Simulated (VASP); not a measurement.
# AlAs (F-43m) in VASP: notebook

The runs below take AlAs through single point, relaxation of cell and atoms, with PBEsol.

All numbers are computed with VASP 6.6.1; they aren't measurements. Logs are shortened: lines on timing, memory, paths and dates and some standing lists are left out, and cuts for length are marked.

**1. The cell of the first run**

The structure is cubic, space group F-43m (No. 216). The conventional cell has a = 5.675 Å, b = 5.675 Å, c = 5.675 Å, α = 90.00°, β = 90.00°, γ = 90.00°. Within 3.2 Å of Al (site symmetry -43m) lie 4 As at 2.46 Å. As (site symmetry -43m) has 4 Al at 2.46 Å within 3.2 Å.

**2. Single point, PBEsol, non-collinear spin, zero start, spin-orbit coupling**

INCAR reads:

```
  PREC = Accurate
  ENCUT = 500
  EDIFF = 1E-6
  ISMEAR = 1
  SIGMA = 0.02
  LREAL = False
  LASPH = True
  NELM = 200
  ALGO = Normal
  ISIF = 2
  LWAVE = False
  LCHARG = False
  MAGMOM = 0 0 0 0 0 0
  LORBIT = 11
  LSORBIT = True
  GGA_COMPAT = False
  LORBMOM = True
  GGA = PS
  NBANDS = 20
```

KPOINTS reads:

```
regular mesh
0
Gamma
  8 8 8
```

POSCAR reads:

```
AlAs
1.0
    0.0000000000     -2.8372982428     -2.8372982428
    2.8372982428      0.0000000000     -2.8372982428
    2.8372982428     -2.8372982428      0.0000000000
Al As
1 1
Direct
    0.0000000000      0.0000000000      0.0000000000
    0.7500000000      0.7500000000      0.7500000000
```

Potentials or basis: VASP PAW PBE potentials, release 64 (Al, As).

The run is started by

```bash
$ cat potpaw_PBE.64/Al/POTCAR potpaw_PBE.64/As/POTCAR > POTCAR
$ mpirun -np 1 vasp_ncl > vasp.out
```

OUTCAR:

```text
PREC = Accurate
   ENCUT = 500
   EDIFF = 1E-6
   ISMEAR = 1
   LREAL = False
   LASPH = True
   NELM = 200
   ISIF = 2
   LORBIT = 11
   LSORBIT = True
   GGA = PS

 ion  position               nearest neighbor table
   1  0.000  0.000  0.000-   2 2.46   2 2.46   2 2.46   2 2.46
   2  0.750  0.750  0.750-   1 2.46   1 2.46   1 2.46   1 2.46

  LATTYP: Found a face centered cubic cell.
 ALAT       =     5.6745964856

  Lattice vectors:

 A1 = (   0.0000000000,  -2.8372982428,  -2.8372982428)
 A2 = (   2.8372982428,   0.0000000000,  -2.8372982428)
 A3 = (   2.8372982428,  -2.8372982428,   0.0000000000)

Analysis of symmetry for initial positions (statically):
[... 5 lines left out ...]
 face centered cubic supercell.

 Subroutine GETGRP returns: Found 24 space group operations
 (whereof 24 operations were pure point group operations)
 out of a pool of 48 trial point group operations.

The static configuration has the point symmetry T_d .

Analysis of symmetry for dynamics (positions and initial velocities):
[... 5 lines left out ...]
 face centered cubic supercell.

 Subroutine GETGRP returns: Found 24 space group operations
 (whereof 24 operations were pure point group operations)
 out of a pool of 48 trial point group operations.

The dynamic configuration has the point symmetry T_d .

Analysis of structural, dynamic, and magnetic symmetry:
=====================================================================
 Subroutine PRICEL returns:
 Original cell was already a primitive cell.

 Routine SETGRP: Setting up the symmetry group for a
 face centered cubic supercell.

 Subroutine GETGRP returns: Found 24 space group operations
 (whereof 24 operations were pure point group operations)
 out of a pool of 48 trial point group operations.

The overall configuration has the point symmetry T_d .

 Subroutine INISYM returns: Found 24 space group operations
 (whereof 24 operations are pure point group operations),
 and found     1 'primitive' translations

----------------------------------------------------------------------------------------

                                     Primitive cell

  volume of cell :      45.6820

  direct lattice vectors                    reciprocal lattice vectors
     0.000000000 -2.837298243 -2.837298243    -0.176223984 -0.176223984 -0.176223984
     2.837298243  0.000000000 -2.837298243     0.176223984  0.176223984 -0.176223984
[... 721 lines left out ...]
      0.00000      0.00000      0.00000         0.000000     -0.000000     -0.000000
      4.25595     -4.25595     -4.25595        -0.000000      0.000000      0.000000
 -----------------------------------------------------------------------------------
    total drift:                               -0.000000      0.000000      0.000000

  FREE ENERGIE OF THE ION-ELECTRON SYSTEM (eV)
  ---------------------------------------------------
  free  energy   TOTEN  =       -10.0761299860 eV

  energy  without entropy=      -10.0761345156  energy(sigma->0) =      -10.07613150

 orbital moment (x)

 # of ion     p       d       tot
 ----------------------------------------
  1         0.000   0.000   0.000
  2         0.000   0.000   0.000
 ----------------------------------------
            0.000   0.000   0.000

 orbital moment (y)

 # of ion     p       d       tot
 ----------------------------------------
  1         0.000   0.000   0.000
  2         0.000  -0.000   0.000
 ----------------------------------------
            0.000  -0.000   0.000

 orbital moment (z)

 # of ion     p       d       tot
 ----------------------------------------
  1         0.000   0.000   0.000
  2        -0.000  -0.000  -0.000
 ----------------------------------------
           -0.000  -0.000  -0.000

 Spin-Orbit-Coupling matrix elements

 Ion:    1  E_soc:     -0.0001863
 l=   1
     0.0000000    -0.0000311    -0.0000311
    -0.0000311     0.0000000    -0.0000311
    -0.0000311    -0.0000311     0.0000000
 l=   2
     0.0000000     0.0000000     0.0000000     0.0000000     0.0000000
     0.0000000     0.0000000     0.0000000     0.0000000     0.0000000
     0.0000000     0.0000000     0.0000000     0.0000000     0.0000000
     0.0000000     0.0000000     0.0000000     0.0000000     0.0000000
     0.0000000     0.0000000     0.0000000     0.0000000     0.0000000
 l=   3
     0.0000000     0.0000000     0.0000000     0.0000000     0.0000000     0.0000000     0.0000000
     0.0000000     0.0000000     0.0000000     0.0000000     0.0000000     0.0000000     0.0000000
     0.0000000     0.0000000     0.0000000     0.0000000     0.0000000     0.0000000     0.0000000
     0.0000000     0.0000000     0.0000000     0.0000000     0.0000000     0.0000000     0.0000000
     0.0000000     0.0000000     0.0000000     0.0000000     0.0000000     0.0000000     0.0000000
     0.0000000     0.0000000     0.0000000     0.0000000     0.0000000     0.0000000     0.0000000
     0.0000000     0.0000000     0.0000000     0.0000000     0.0000000     0.0000000     0.0000000

 Ion:    2  E_soc:     -0.0228678
 l=   1
     0.0000000    -0.0038031    -0.0038031
    -0.0038031     0.0000000    -0.0038031
    -0.0038031    -0.0038031     0.0000000
 l=   2
     0.0000000    -0.0000039     0.0000000    -0.0000039    -0.0000043
    -0.0000039     0.0000000    -0.0000032    -0.0000039    -0.0000011
     0.0000000    -0.0000032     0.0000000    -0.0000032     0.0000000
    -0.0000039    -0.0000039    -0.0000032     0.0000000    -0.0000011
    -0.0000043    -0.0000011     0.0000000    -0.0000011     0.0000000
 l=   3
     0.0000000     0.0000000     0.0000000     0.0000000     0.0000000     0.0000000     0.0000000
     0.0000000     0.0000000     0.0000000     0.0000000     0.0000000     0.0000000     0.0000000
     0.0000000     0.0000000     0.0000000     0.0000000     0.0000000     0.0000000     0.0000000
     0.0000000     0.0000000     0.0000000     0.0000000     0.0000000     0.0000000     0.0000000
     0.0000000     0.0000000     0.0000000     0.0000000     0.0000000     0.0000000     0.0000000
     0.0000000     0.0000000     0.0000000     0.0000000     0.0000000     0.0000000     0.0000000
     0.0000000     0.0000000     0.0000000     0.0000000     0.0000000     0.0000000     0.0000000

 total charge

# of ion       s       p       d       tot
------------------------------------------
    1        0.403   0.365   0.000   0.768
    2        1.197   1.677   0.024   2.899
--------------------------------------------------
tot          1.600   2.043   0.024   3.666

 magnetization (x)

# of ion       s       p       d       tot
------------------------------------------
    1       -0.000   0.000   0.000  -0.000
    2       -0.000   0.000  -0.000   0.000
--------------------------------------------------
tot         -0.000   0.000  -0.000  -0.000

 magnetization (y)

# of ion       s       p       d       tot
------------------------------------------
    1       -0.000  -0.000   0.000  -0.000
    2        0.000   0.000   0.000   0.000
--------------------------------------------------
tot         -0.000  -0.000   0.000  -0.000

 magnetization (z)

# of ion       s       p       d       tot
------------------------------------------
    1       -0.000  -0.000   0.000  -0.000
    2        0.000   0.000   0.000   0.000
--------------------------------------------------
tot         -0.000  -0.000   0.000  -0.000
```

OSZICAR:

```text
N       E                     dE             d eps       ncg     rms          rms(c)
DAV:   1     0.172791122088E+02    0.17279E+02   -0.26179E+03  1720   0.601E+02
DAV:   2    -0.871647716487E+01   -0.25996E+02   -0.23809E+02  2232   0.108E+02
DAV:   3    -0.103262794765E+02   -0.16098E+01   -0.15954E+01  2240   0.248E+01
DAV:   4    -0.103429523694E+02   -0.16673E-01   -0.16668E-01  2020   0.300E+00
DAV:   5    -0.103432924932E+02   -0.34012E-03   -0.34012E-03  2180   0.438E-01    0.325E+00
DAV:   6    -0.101239108310E+02    0.21938E+00   -0.15383E-01  1972   0.233E+00    0.185E+00
DAV:   7    -0.100777053313E+02    0.46205E-01   -0.10641E-01  2052   0.181E+00    0.621E-01
DAV:   8    -0.100760866691E+02    0.16187E-02   -0.82316E-03  1852   0.578E-01    0.119E-01
DAV:   9    -0.100760784658E+02    0.82033E-05   -0.34317E-04  1984   0.140E-01    0.720E-02
DAV:  10    -0.100761145035E+02   -0.36038E-04   -0.50145E-05  2080   0.408E-02    0.338E-02
DAV:  11    -0.100761307351E+02   -0.16232E-04   -0.38988E-05  1884   0.397E-02    0.776E-03
DAV:  12    -0.100761299860E+02    0.74916E-06   -0.30063E-06  1848   0.112E-02
   1 F= -.10076130E+02 E0= -.10076131E+02  d E =0.452961E-05  mag=    -0.0000     0.0000     0.0000
```

Run time: 1.7 min. Hardware: 1 thread of Intel Xeon 8259CL, shared host; peak memory 0.3 GiB.

What came out:

```
Free energy                                           : -10.0761 eV
Pressure                                              : 0.3 GPa
Net moment                                            : 0.00 μB per cell
Valence electrons inside the program's atomic spheres : Al 0.77; As 2.90
```

Moments on the atoms (μB; x, y, z):
```
Al  0.00 0.00 0.00
As  0.00 0.00 0.00
```

Caveat: the PAW data sets were made with another functional, which shifts forces and pressure a little.

**3. Single point, PBEsol**

INCAR reads:

```
SYSTEM = AlAs
PREC = Accurate
ENCUT = 500
EDIFF = 1E-6
ISMEAR = 0
SIGMA = 0.02
LREAL = .False.
LASPH = .True.
NELM = 120
ALGO = Normal
ISIF = 2
LWAVE = .False.
LCHARG = .True.
GGA = PS
LELF = .True.
LVHAR = .True.
NBANDS = 11
GGA_COMPAT = .False.
```

KPOINTS reads:

```
Automatic mesh
0
Gamma
  8 8 8
  0 0 0
```

POSCAR reads:

```
AlAs
1.0
    0.0000000000      2.8372982424      2.8372982424
    2.8372982424      0.0000000000      2.8372982424
    2.8372982424      2.8372982424      0.0000000000
Al As
1 1
Direct
    0.0000000000      0.0000000000      0.0000000000
    0.7500000000      0.7500000000      0.7500000000
```

Potentials or basis: VASP PAW PBE potentials, release 64 (Al, As).

The run is started by

```bash
$ cat potpaw_PBE.64/Al/POTCAR potpaw_PBE.64/As/POTCAR > POTCAR
$ mpirun -np 1 vasp_std > vasp.out
```

It took 28 s on 1 thread of Intel Xeon 8259CL, shared host; peak memory 0.17 GiB.

It converged, with:

```
Free energy            : -10.0647 eV
Pressure               : 0.3 GPa
Band gap on the k mesh : 1.33 eV, indirect (least direct gap 1.92 eV)
```

Levels at points of the mesh, in eV from the valence-band top:
```
           k point  band 1  band 2  band 3  band 4  band 5  band 6  band 7  band 8
(0.00, 0.00, 0.00)  -11.85    0.00    0.00    0.00    1.92    4.25    4.25    4.25
(0.50, 0.00, 0.00)  -10.44   -5.57   -0.82   -0.82    2.05    4.63    4.63    7.56
(0.50, 0.50, 0.00)   -9.89   -5.42   -2.17   -2.17    1.33    2.22   10.23   10.23
```

Caveat: the PAW data sets were made with another functional, which shifts forces and pressure a little. A hybrid or GW would open this gap; PBEsol tends to underestimate it.

**4. Single point, PBEsol**

This run uses another cell than the first one, of 23.17 Å³/atom, 1.014 times its volume.

Changes to INCAR since step 3:

```diff
@@ -5,3 +5,3 @@
 ISMEAR = 0
-SIGMA = 0.02
+SIGMA = 0.01
 LREAL = .False.
```

KPOINTS is that of step 3.

POSCAR reads:

```
AlAs
1.0
    0.0000000000      2.8507603562      2.8507603562
    2.8507603562      0.0000000000      2.8507603562
    2.8507603562      2.8507603562      0.0000000000
Al As
1 1
Direct
    0.0000000000      0.0000000000      0.0000000000
    0.7500000000      0.7500000000      0.7500000000
```

Potentials or basis: VASP PAW PBE potentials, release 64 (Al, As).

The run is started by

```bash
$ cat potpaw_PBE.64/Al/POTCAR potpaw_PBE.64/As/POTCAR > POTCAR
$ mpirun -np 1 vasp_std > vasp.out
```

OUTCAR:

```text
SYSTEM = AlAs
   PREC = Accurate
   ENCUT = 500
   EDIFF = 1E-6
   ISMEAR = 0
   LREAL = .False.
   LASPH = .True.
   NELM = 120
   ISIF = 2
   GGA = PS

 ion  position               nearest neighbor table
   1  0.000  0.000  0.000-   2 2.47   2 2.47   2 2.47   2 2.47
   2  0.750  0.750  0.750-   1 2.47   1 2.47   1 2.47   1 2.47

  LATTYP: Found a face centered cubic cell.
 ALAT       =     5.7015207124

  Lattice vectors:

 A1 = (   0.0000000000,   2.8507603562,   2.8507603562)
 A2 = (   2.8507603562,   0.0000000000,   2.8507603562)
 A3 = (   2.8507603562,   2.8507603562,   0.0000000000)

Analysis of symmetry for initial positions (statically):
[... 5 lines left out ...]
 face centered cubic supercell.

 Subroutine GETGRP returns: Found 24 space group operations
 (whereof 24 operations were pure point group operations)
 out of a pool of 48 trial point group operations.

The static configuration has the point symmetry T_d .

Analysis of symmetry for dynamics (positions and initial velocities):
[... 5 lines left out ...]
 face centered cubic supercell.

 Subroutine GETGRP returns: Found 24 space group operations
 (whereof 24 operations were pure point group operations)
 out of a pool of 48 trial point group operations.

[... 152 lines left out ...]
 cond. band min:       4.9769672627   @ k =   0.5000   0.5000   0.0000
 fundamental gap:      1.3555296281
 Fermi energy:         3.6787054395

 k-point     1 :       0.0000    0.0000    0.0000
  band No.  band energies     occupation
      1      -8.1462      2.00000
      2       3.6214      2.00000
      3       3.6214      2.00000
      4       3.6214      2.00000
      5       5.4343      0.00000
      6       7.8479      0.00000
      7       7.8479      0.00000
      8       7.8479      0.00000
      9      12.2151      0.00000
     10      12.5692      0.00000
     11      12.5692      0.00000
[... 309 lines left out ...]
 k-point    24 :      -0.3750    0.2500    0.1250
  band No.  band energies     occupation
      1      -6.5147      2.00000
      2      -1.5816      2.00000
      3       0.9586      2.00000
      4       2.1030      2.00000
      5       7.1817      0.00000
      6       7.7628      0.00000
      7      10.1792      0.00000
      8      11.1096      0.00000
      9      11.8305      0.00000
     10      14.4499      0.00000
     11      15.6847      0.00000

 [... further k-points ...]
[... 5 lines left out ...]
  --------------------------------------------------------------------------------------
  -------------------------------------------------------------------------------------
  Total       -0.2136502     -0.2136502     -0.2136502      0.0000000      0.0000000      0.0000000
  in kB       -7.3875740     -7.3875740     -7.3875740      0.0000000      0.0000000      0.0000000
  external PRESSURE =      -7.3875740 kB  Pullay stress =       0.0000000 kB

 VOLUME and BASIS-vectors are now :
 -----------------------------------------------------------------------------
  energy-cutoff  :      500.00
  volume of cell :       46.34
      direct lattice vectors                 reciprocal lattice vectors
     0.000000000  2.850760356  2.850760356    -0.175391803  0.175391803  0.175391803
     2.850760356  0.000000000  2.850760356     0.175391803 -0.175391803  0.175391803
     2.850760356  2.850760356  0.000000000     0.175391803  0.175391803 -0.175391803

 POSITION                                       TOTAL-FORCE (eV/Angst)
 -----------------------------------------------------------------------------------
      0.00000      0.00000      0.00000        -0.000000     -0.000000     -0.000000
      4.27614      4.27614      4.27614         0.000000      0.000000      0.000000
 -----------------------------------------------------------------------------------
    total drift:                                0.000000      0.000000     -0.000000

  FREE ENERGIE OF THE ION-ELECTRON SYSTEM (eV)
  ---------------------------------------------------
  free  energy   TOTEN  =       -10.0637412828 eV

  energy  without entropy=      -10.0637412828  energy(sigma->0) =      -10.06374128
```

stdout:

```text
POSCAR found type information on POSCAR AlAs
 POSCAR found :  2 types and       2 ions
 scaLAPACK will be used
 -----------------------------------------------------------------------------
|                                                                             |
|                                                                             |
|     You enforced a specific xc type in the INCAR file but a different       |
|     I HOPE YOU KNOW WHAT YOU ARE DOING!                                     |
|                                                                             |
 -----------------------------------------------------------------------------

 LDA part: xc-table for (Slater+PW92), standard interpolation
 POSCAR, INCAR and KPOINTS ok, starting setup
 FFT: planning ... GRIDC
 FFT: planning ... GRID_SOFT
 FFT: planning ... GRID
 WAVECAR not read
 entering main loop
```

Wall time 14 s (1 thread of Intel Xeon 6975P-C (Granite Rapids), shared host); peak memory 0.17 GiB.

Results:

| Quantity | Value |
| --- | --- |
| Free energy | -10.0637 eV |
| Pressure | -0.7 GPa |
| Band gap on the k mesh | 1.36 eV, indirect (least direct gap 1.81 eV) |

Caveat: the PAW data sets were made with another functional, which shifts forces and pressure a little.

**5. Relaxation of cell and atoms, PBEsol, target pressure -1 GPa, at which the enthalpy is minimised**

INCAR reads:

```
SYSTEM = AlAs
  ALGO = Normal
  EDIFF = 1E-7
  EDIFFG = -0.001
  ENCUT = 500
  GGA = PS
  GGA_COMPAT = .FALSE.
  IBRION = 2
  ISIF = 3
  ISMEAR = 0
  LASPH = .TRUE.
  LCHARG = .FALSE.
  LREAL = .FALSE.
  LWAVE = .FALSE.
  NELM = 120
  NELMIN = 4
  NSW = 80
  PREC = Accurate
  PSTRESS = -10.0
  SIGMA = 0.01
```

KPOINTS reads:

```
k-points
0
G
  8 8 8
  0 0 0
```

POSCAR reads:

```
AlAs
1.0
    0.0000000000      2.8372982426      2.8372982426
    2.8372982426      0.0000000000      2.8372982426
    2.8372982426      2.8372982426      0.0000000000
Al As
1 1
Direct
    0.0000000000      0.0000000000      0.0000000000
    0.7500000000      0.7500000000      0.7500000000
```

The run is started by

```bash
$ cat potpaw_PBE.64/Al/POTCAR potpaw_PBE.64/As/POTCAR > POTCAR
$ mpirun -np 1 vasp_std > vasp.out
```

Run time: 26 s. Hardware: 1 thread of Intel Xeon 6975P-C (Granite Rapids), shared host; peak memory 0.17 GiB.

Results (log left out):

* Free energy: -10.0628 eV
* Relaxed volume: 23.26 Å³/atom
* Relaxed cell: a = 4.037 Å, b = 4.037 Å, c = 4.037 Å, α = 60.00°, β = 60.00°, γ = 60.00°
* Space group after relaxing (to 0.05 Å): F-43m (No. 216)
* Energy change on relaxing (the enthalpy is what falls): +1.0 meV/atom
* Ionic steps: 3
* Pressure after relaxing: -1.0 GPa
* Band gap on the k mesh: 1.36 eV, indirect (least direct gap 1.78 eV)

The path:
| step | energy change (eV) | largest force (eV/Å) | pressure (GPa) | volume (Å³) |
| --- | --- | --- | --- | --- |
| 1 | 0.0000 | 0.0000 | 0.27 | 45.68 |
| 2 | 0.0050 | 0.0000 | -1.54 | 46.89 |
| 3 | 0.0019 | 0.0000 | -0.99 | 46.51 |

Final structure:
```
Al As
1.0
     0.00000    2.85436    2.85436
     2.85436    0.00000    2.85436
     2.85436    2.85436    0.00000
Al As
1 1
Direct
  0.00000 0.00000 0.00000
  0.75000 0.75000 0.75000
```

Levels at points of the mesh, in eV from the valence-band top:
| k point | band 1 | band 2 | band 3 | band 4 | band 5 | band 6 | band 7 | band 8 |
| --- | --- | --- | --- | --- | --- | --- | --- | --- |
| (0.00, 0.00, 0.00) | -11.75 | 0.00 | 0.00 | 0.00 | 1.78 | 4.22 | 4.22 | 4.22 |
| (0.50, 0.00, 0.00) | -10.38 | -5.49 | -0.81 | -0.81 | 1.99 | 4.61 | 4.61 | 7.53 |
| (0.50, 0.50, 0.00) | -9.85 | -5.36 | -2.13 | -2.13 | 1.36 | 2.22 | 10.09 | 10.09 |

Caveat: the cell is relaxed towards a set pressure, so the enthalpy falls and the energy may rise; the PAW data sets were made with another functional, which shifts forces and pressure a little. A hybrid or GW would open this gap; PBEsol tends to underestimate it.

**6. The runs side by side**

```tsv
task	spin	cell	smearing	gap on the mesh (eV)	pressure (GPa)
single point	non-collinear, zero start, SOC	a = 4.013 Å, angles 60.0°, 2 atoms	methfessel-paxton 0.02 eV	-	0.3
single point	off	a = 4.013 Å, angles 60.0°, 2 atoms	gaussian 0.02 eV	1.33	0.3
single point	off	a = 4.032 Å, angles 60.0°, 2 atoms	gaussian 0.01 eV	1.36	-0.7
relaxation of cell and atoms	off	relaxed to -1 GPa from a = 4.013 Å, angles 60.0°, 2 atoms	gaussian 0.01 eV	1.36	-1.0
```

Alike in all rows: level PBEsol; potentials or basis VASP PAW PBE potentials, release 64 (Al, As); k mesh 8 × 8 × 8; cutoff (eV) 500.

Caveats: the PAW data sets were made with another functional, which shifts forces and pressure a little; the cell is relaxed towards a set pressure, so the enthalpy falls and the energy may rise (some runs).

Absolute energies hang on the potentials; compare differences alone.
